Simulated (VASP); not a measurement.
# Cu (Cmcm) in VASP: further runs

Aim: see how the results for Cu move with the level of theory and the settings. Levels: PBEsol+D3(BJ), LDA, BLYP+D3(BJ). Tasks: single point, relaxation of cell and atoms.

Everything below comes from runs of VASP 6.6.1. Logs are shortened: lines on timing, memory, paths and dates and some standing lists are left out, and cuts for length are marked.

## 1. The cell of the first run

The structure is orthorhombic, space group Cmcm (No. 63). The conventional cell has a = 2.387 Å, b = 7.800 Å, c = 2.437 Å, α = 90.00°, β = 90.00°, γ = 90.00°. Cu (site symmetry m2m) has 10 Cu at 2.39 to 2.49 Å within 3.2 Å.

## 2. Single point, PBEsol+D3(BJ)

Input file INCAR:

```
SYSTEM = Cu
ALGO     = Normal         ! electronic algorithm
EDIFF    = 1E-7           ! SCF threshold, eV
ENCUT    = 520            ! plane-wave cutoff, eV
GGA      = PS             ! functional
ISIF     = 2              ! what is computed and relaxed
ISMEAR   = 1              ! smearing method
IVDW     = 12             ! dispersion correction
LASPH    = .TRUE.         ! aspherical terms in the spheres
LCHARG   = .FALSE.        ! write CHGCAR
LREAL    = .FALSE.        ! projectors in reciprocal space
LWAVE    = .FALSE.        ! write WAVECAR
NBANDS   = 18             ! bands
NELM     = 100            ! most SCF steps
PREC     = Accurate       ! precision mode
SIGMA    = 0.1            ! smearing width, eV
```

Input file KPOINTS:

```
k-points
0
G
  14 14 13
  0 0 0
```

Input file POSCAR:

```
Cu
1.0
    1.1932623164     -3.8999601880      0.0000000000
    1.1932623164      3.8999601880      0.0000000000
    0.0000000000      0.0000000000      2.4366135571
Cu
2
Direct
    0.1334050842      0.8665949158      0.2500000000
    0.8665949158      0.1334050842      0.7500000000
```

Potentials or basis: VASP PAW PBE potentials, release 64 (Cu).

Command:

```console
$ cat potpaw_PBE.64/Cu/POTCAR > POTCAR
$ mpirun -np 1 vasp_std > vasp.out
```

OUTCAR:

```text
SYSTEM = Cu
   EDIFF = 1E-7
   ENCUT = 520
   GGA = PS
   ISIF = 2
   ISMEAR = 1
   IVDW = 12
   LASPH = .TRUE.
   LREAL = .FALSE.
   NELM = 100
   PREC = Accurate
 IVDW          = 12

 ion  position               nearest neighbor table
   1  0.133  0.867  0.250-   2 2.41   2 2.41   2 2.49   2 2.49   2 2.49   2 2.49
   2  0.867  0.133  0.750-   1 2.41   1 2.41   1 2.49   1 2.49   1 2.49   1 2.49

  LATTYP: Found a base centered orthorhombic cell.
 ALAT       =     2.3865246328
 B/A-ratio  =     3.2683175647
 C/A-ratio  =     1.0209882285

  Lattice vectors:

 A1 = (   1.1932623164,  -3.8999601880,   0.0000000000)
 A2 = (   1.1932623164,   3.8999601880,   0.0000000000)
 A3 = (   0.0000000000,   0.0000000000,   2.4366135571)

Analysis of symmetry for initial positions (statically):
=====================================================================
 Subroutine PRICEL returns:
 Original cell was already a primitive cell.

 Routine SETGRP: Setting up the symmetry group for a
 base centered orthorhombic supercell.

 Subroutine GETGRP returns: Found  8 space group operations
 (whereof  4 operations were pure point group operations)
 out of a pool of  8 trial point group operations.

The static configuration has the point symmetry C_2h.
 The point group associated with its full space group is D_2h.

Analysis of symmetry for dynamics (positions and initial velocities):
=====================================================================
 Subroutine PRICEL returns:
 Original cell was already a primitive cell.

 Routine SETGRP: Setting up the symmetry group for a
 base centered orthorhombic supercell.

 Subroutine GETGRP returns: Found  8 space group operations
 (whereof  4 operations were pure point group operations)
 out of a pool of  8 trial point group operations.

The dynamic configuration has the point symmetry C_2h.
 The point group associated with its full space group is D_2h.

 Subroutine INISYM returns: Found  8 space group operations
 (whereof  4 operations are pure point group operations),
 and found     1 'primitive' translations

----------------------------------------------------------------------------------------

                                     Primitive cell

  volume of cell :      22.6784

  direct lattice vectors                    reciprocal lattice vectors
     1.193262316 -3.899960188  0.000000000     0.419019350 -0.128206437  0.000000000
     1.193262316  3.899960188  0.000000000     0.419019350  0.128206437  0.000000000
     0.000000000  0.000000000  2.436613557     0.000000000  0.000000000  0.410405662

  length of vectors
     4.078426709  4.078426709  2.436613557     0.438194142  0.438194142  0.410405662

  position of ions in fractional coordinates (direct lattice)
     0.133405084  0.866594916  0.250000000
     0.866594916  0.133405084  0.750000000

  ion indices of the primitive-cell ions
   primitive index   ion index
                 1           1
                 2           2

----------------------------------------------------------------------------------------

 KPOINTS: k-points

Automatic generation of k-mesh.
 Grid dimensions read from file:
 generate k-points for:   14   14   13

 Generating k-lattice:

  Cartesian coordinates                     Fractional coordinates (reciprocal lattice)
     0.029929954 -0.009157603  0.000000000     0.071428571  0.000000000  0.000000000
     0.029929954  0.009157603  0.000000000     0.000000000  0.071428571  0.000000000
     0.000000000  0.000000000  0.031569666     0.000000000  0.000000000  0.076923077

  Length of vectors
     0.031299582  0.031299582  0.031569666

  Shift w.r.t. Gamma in fractional coordinates (k-lattice)
     0.000000000  0.000000000  0.000000000

 Subroutine IBZKPT returns following result:
 ===========================================

 Found    399 irreducible k-points:

 Following reciprocal coordinates:
            Coordinates               Weight
  0.000000  0.000000  0.000000      1.000000
  0.071429 -0.000000  0.000000      4.000000
  0.142857 -0.000000  0.000000      4.000000
  0.214286 -0.000000  0.000000      4.000000
  0.285714 -0.000000  0.000000      4.000000
  0.357143  0.000000  0.000000      4.000000
[... 16 lines left out ...]
  0.214286  0.142857  0.000000      4.000000
  0.285714  0.142857  0.000000      4.000000
 [... further k-points ...]
   k-points           NKPTS =    399   k-points in BZ     NKDIM =    399   number of bands    NBANDS=     18
   number of dos      NEDOS =    301   number of ions     NIONS =      2
   total plane-waves  NPLWV =  16200
   dimension x,y,z NGX =    30 NGY =   30 NGZ =   18
   dimension x,y,z NGXF=    60 NGYF=   60 NGZF=   36
   ions per type =               2
   NGX,Y,Z   is equivalent  to a cutoff of  12.23, 12.23, 12.28 a.u.
   NGXF,Y,Z  is equivalent  to a cutoff of  24.46, 24.46, 24.56 a.u.
 SYSTEM =  Cu
   PREC   = accura    normal or accurate (medium, high low for compatibility)
   ISTART =      0    job   : 0-new  1-cont  2-samecut
   ICHARG =      2    charge: 1-file 2-atom 10-const
   ISPIN  =      1    spin polarized calculation?
   LNONCOLLINEAR =      F non collinear calculations
   LSORBIT =      F    spin-orbit coupling
   LASPH  =      T    aspherical Exc in radial PAW
   ENCUT  =  520.0 eV  38.22 Ry    6.18 a.u.   7.58  7.58  4.53*2*pi/ulx,y,z
   NELM   =    100;   NELMIN=  2; NELMDL= -5     # of ELM steps
   EDIFF  = 0.1E-06   stopping-criterion for ELM
   LREAL  =      F    real-space projection
   EDIFFG = 0.1E-05   stopping-criterion for IOM
   NSW    =      0    number of steps for IOM
   IBRION =     -1    ionic relax: 0-MD 1-quasi-New 2-CG
   NFREE  =      0    steps in history (QN), initial steepest desc. (CG)
   ISIF   =      2    stress and relaxation
   ISYM   =      2    0-nonsym 1-usesym 2-fastsym
   POTIM  = 0.5000    time-step for ionic-motion
   TEBEG  =    0.0;   TEEND  =   0.0 temperature during run
   PSTRESS=    0.0 pullay stress
   NELECT =      22.0000    total number of electrons
   NUPDOWN=      -1.0000    fix difference up-down
   EMIN   =  10.00;   EMAX   =-10.00  energy-range for DOS
   EFERMI =   0.00;   METHOD = LEGACY
   ISMEAR =     1;   SIGMA  =   0.10  broadening in eV -4-tet -1-fermi 0-gaus
   EFERMI_NEDOS =   21; number of points for ismear=-14 and -15
   IALGO  =     38    algorithm
   IMIX   =      4    mixing-type and parameters
     AMIX     =   0.40;   BMIX     =  1.00
     AMIX_MAG =   1.60;   BMIX_MAG =  1.00
  volume/ion in A,a.u.               =      11.34        76.52
  Fermi-wavevector in a.u.,A,eV,Ry     =   1.620609  3.062506 35.733964  2.626372
  Thomas-Fermi vector in A             =   2.714519
   LORBIT       =      0    0 simple, 1 ext, 2 COOP (PROOUT), +10 PAW based schemes
   GGA     = PS    functional components
   LHFCALC =     F    Hartree Fock is set to
   AEXX    =    0.0000 exact exchange contribution
   IVDW    =    12    specifies the selected vdW correction
   LEPSILON=     F    determine dielectric tensor
   LRPA    =     F    only Hartree local field effects (RPA)
 non-spin polarized calculation
 Methfessel and Paxton  Order N= 1 SIGMA  =   0.10
  energy-cutoff  :      520.00
  volume of cell :       22.68
 maximum number of plane-waves:       628
   NGX = 15   NGY = 15   NGZ =  9

 number of electron      21.9999996 magnetization

 Free energy of the ion-electron system (eV)
  ---------------------------------------------------
  ext. energy  EPLUGINS =         0.00000000
  ---------------------------------------------------
  free energy    TOTEN  =        -8.27366432 eV

  energy without entropy =       -8.27350969  energy(sigma->0) =       -8.27361278

 E-fermi :   7.8934     XC(G=0): -13.1128

 val. band max:        7.8905357807   @ k =   0.2143   0.2143   0.3077
 cond. band min:       7.9050990810   @ k =   0.3571   0.2143   0.1538
 fundamental gap:      0.0145633003
 Fermi energy:         7.8934184556

 k-point     1 :       0.0000    0.0000    0.0000
  band No.  band energies     occupation
      1      -1.7901      2.00000
      2       2.6221      2.00000
      3       3.4350      2.00000
      4       3.9415      2.00000
      5       4.7079      2.00000
      6       5.0308      2.00000
[... 10 lines left out ...]
     17      28.0754      0.00000
     18      30.2383      0.00000

 k-point     2 :       0.0714   -0.0000    0.0000
  band No.  band energies     occupation
      1      -1.6358      2.00000
      2       2.6823      2.00000
      3       3.4956      2.00000
      4       3.9978      2.00000
      5       4.7266      2.00000
      6       5.0241      2.00000
[... 10 lines left out ...]
     17      28.6493      0.00000
     18      31.6576      0.00000

 k-point     3 :       0.1429   -0.0000    0.0000
  band No.  band energies     occupation
      1      -1.1809      2.00000
      2       2.8411      2.00000
      3       3.6641      2.00000
      4       4.1559      2.00000
      5       4.7784      2.00000
      6       4.8846      2.00000
[... 10 lines left out ...]
     17      28.9129      0.00000
     18      32.0404      0.00000

 k-point     4 :       0.2143   -0.0000    0.0000
  band No.  band energies     occupation
      1      -0.4536      2.00000
      2       3.0415      2.00000
      3       3.8835      2.00000
      4       4.2114      2.00000
      5       4.6216      2.00000
      6       4.8496      2.00000
[... 10 lines left out ...]
     17      29.1723      0.00000
     18      32.3752      0.00000

 k-point     5 :       0.2857   -0.0000    0.0000
  band No.  band energies     occupation
      1       0.4828      2.00000
      2       3.1960      2.00000
      3       3.9117      2.00000
      4       4.0939      2.00000
      5       4.7697      2.00000
      6       4.9176      2.00000
[... 10 lines left out ...]
     17      29.5037      0.00000
     18      31.4837      0.00000

 k-point     6 :       0.3571    0.0000    0.0000
  band No.  band energies     occupation
      1       1.4856      2.00000
      2       3.1800      2.00000
      3       3.8224      2.00000
      4       4.2765      2.00000
      5       4.7807      2.00000
      6       4.9591      2.00000
[... 10 lines left out ...]
     17      28.4772      0.00000
     18      30.0285      0.00000

 k-point     7 :       0.4286   -0.0000    0.0000
  band No.  band energies     occupation
      1       2.2727      2.00000
      2       3.0577      2.00000
      3       3.8886      2.00000
      4       4.5341      2.00000
      5       4.7670      2.00000
      6       4.9753      2.00000
[... 10 lines left out ...]
     17      29.5801      0.00000
     18      30.4773      0.00000

 k-point     8 :       0.5000   -0.0000    0.0000
  band No.  band energies     occupation
      1       2.5649      2.00000
      2       2.9878      2.00000
      3       3.9330      2.00000
      4       4.6464      2.00000
      5       4.8513      2.00000
      6       4.9842      2.00000
[... 10 lines left out ...]
     17      30.7190      0.00000
     18      30.8515      0.00000
[... 229 lines left out ...]
     17      28.9792      0.00000
     18      31.5445      0.00000

 k-point    20 :      -0.1429    0.0714    0.0000
  band No.  band energies     occupation
      1      -1.5304      2.00000
      2       2.6602      2.00000
      3       3.4588      2.00000
      4       4.0278      2.00000
      5       4.7629      2.00000
      6       4.9786      2.00000
[... 10 lines left out ...]
     17      28.7031      0.00000
     18      31.3599      0.00000

 k-point    21 :      -0.0714    0.0714    0.0000
  band No.  band energies     occupation
      1      -1.7370      2.00000
      2       2.6110      2.00000
      3       3.4174      2.00000
      4       3.9558      2.00000
      5       4.7265      2.00000
      6       5.0107      2.00000
[... 10 lines left out ...]
     17      28.5626      0.00000
     18      30.1846      0.00000

 k-point    22 :       0.1429    0.1429    0.0000
  band No.  band energies     occupation
      1       0.3058      2.00000
      2       3.2635      2.00000
      3       3.8741      2.00000
      4       4.1398      2.00000
      5       4.7973      2.00000
      6       4.8657      2.00000
[... 10 lines left out ...]
     17      29.4211      0.00000
     18      33.4569      0.00000

 k-point    23 :       0.2143    0.1429    0.0000
  band No.  band energies     occupation
      1       1.2823      2.00000
      2       3.3925      2.00000
      3       3.6305      2.00000
      4       4.1582      2.00000
      5       4.8456      2.00000
      6       4.8927      2.00000
[... 10 lines left out ...]
     17      29.8098      0.00000
     18      31.7701      0.00000

 k-point    24 :       0.2857    0.1429    0.0000
  band No.  band energies     occupation
      1       2.1296      2.00000
      2       3.3062      2.00000
      3       3.6662      2.00000
      4       4.1939      2.00000
      5       4.7917      2.00000
      6       4.8972      2.00000
[... 10 lines left out ...]
     17      29.1402      0.00000
     18      30.3000      0.00000

 [... further k-points ...]

------------------------ aborting loop because EDIFF is reached ----------------------------------------

 Edisp (eV)   -1.09214

 E8    (eV) :    -0.7126

  FORCE on cell =-STRESS in cart. coord.  units (eV):
  Direction    XX          YY          ZZ          XY          YZ          ZX
  --------------------------------------------------------------------------------------
  -------------------------------------------------------------------------------------
  Total       0.07385     0.10240     0.10292     0.00000     0.00000     0.00000
  in kB       5.21737     7.23428     7.27104     0.00000     0.00000     0.00000
  external pressure =        6.57 kB  Pullay stress =        0.00 kB

 VOLUME and BASIS-vectors are now :
 -----------------------------------------------------------------------------
  energy-cutoff  :      520.00
  volume of cell :       22.68
      direct lattice vectors                 reciprocal lattice vectors
     1.193262316 -3.899960188  0.000000000     0.419019350 -0.128206437  0.000000000
     1.193262316  3.899960188  0.000000000     0.419019350  0.128206437  0.000000000
     0.000000000  0.000000000  2.436613557     0.000000000  0.000000000  0.410405662

 POSITION                                       TOTAL-FORCE (eV/Angst)
 -----------------------------------------------------------------------------------
      1.19326      2.85941      0.60915         0.000000      0.005438     -0.000000
      1.19326     -2.85941      1.82746         0.000000     -0.005438      0.000000
 -----------------------------------------------------------------------------------
    total drift:                                0.000000      0.000000     -0.000000

  FREE ENERGIE OF THE ION-ELECTRON SYSTEM (eV)
  ---------------------------------------------------
  free  energy   TOTEN  =        -9.3658083017 eV

  energy  without entropy=       -9.3656536657  energy(sigma->0) =       -9.36575676
```

Run time: 68 s. Hardware: 1 thread of Intel Xeon 6975P-C (Granite Rapids), shared host; peak memory 0.26 GiB.

Results:

```
Free energy                : -9.3658 eV
Pressure                   : 0.7 GPa
Largest force              : 0.005 eV/Å
Band gap on the k mesh     : zero (band 11 reaches 11.66 eV, above the bottom of band 12 at 6.23 eV)
Dispersion energy per atom : -0.546 eV
```

Forces on the atoms (eV/Å):
```
Cu   0.000  0.005  0.000
Cu   0.000 -0.005  0.000
```

Caveat: the PAW data sets were made with another functional, which shifts forces and pressure a little; pairwise dispersion overbinds metals, which lowers pressure and volume.

## 3. Single point, LDA

This run uses another cell than the first one, of 11.42 Å³/atom, 1.007 times its volume.

Input file INCAR:

```
PREC = Accurate
ENCUT = 520
EDIFF = 1E-6
ISMEAR = 1
SIGMA = 0.1
LREAL = False
LASPH = True
NELM = 60
ALGO = Normal
ISIF = 2
LWAVE = False
LCHARG = False
GGA = CA
NBANDS = 18
```

Input file KPOINTS:

```
Automatic mesh
0
Gamma
  14 14 13
```

Input file POSCAR:

```
Cu
1.0
    1.1983841144     -3.9016656227      0.0000000000
    1.1983841144      3.9016656227      0.0000000000
    0.0000000000      0.0000000000      2.4414744889
Cu
2
Direct
    0.1337830433      0.8662169567      0.2500000000
    0.8662169567      0.1337830433      0.7500000000
```

Potentials or basis: VASP PAW LDA potentials, release 64 (Cu).

Command:

```console
$ cat potpaw_LDA.64/Cu/POTCAR > POTCAR
$ mpirun -np 1 vasp_std > vasp.out
```

Wall time 59 s (1 thread of Intel Xeon 6975P-C (Granite Rapids), shared host); peak memory 0.23 GiB.

The run converged. Its results:

```yaml
Free_energy: -9.0976 eV
Pressure: 0.9 GPa
Largest_force: 0.005 eV/Å
Band_gap_on_the_k_mesh: zero (band 11 reaches 11.50 eV, above the bottom of band 12 at 6.06 eV)
```

Forces on the atoms (eV/Å):
```
Cu   0.000  0.005  0.000
Cu   0.000 -0.005  0.000
```

Stress tensor (GPa, compression positive):
```
0.75 0.00 0.00
0.00 0.95 0.00
0.00 0.00 0.96
```

Levels at points of the mesh, in eV from the Fermi level:
```tsv
k point	band 8	band 9	band 10	band 11	band 12	band 13	band 14	band 15
(0.00, 0.00, 0.00)	-2.11	-1.90	-1.75	-1.47	-0.07	5.15	15.01	18.98
(0.50, 0.00, 0.00)	-2.62	-2.22	-1.71	-0.47	1.40	2.63	7.25	13.37
(0.50, 0.50, 0.00)	-2.42	-2.41	-2.00	-1.64	-1.57	14.17	15.92	16.00
```

(Continued in part 2 of 3.)
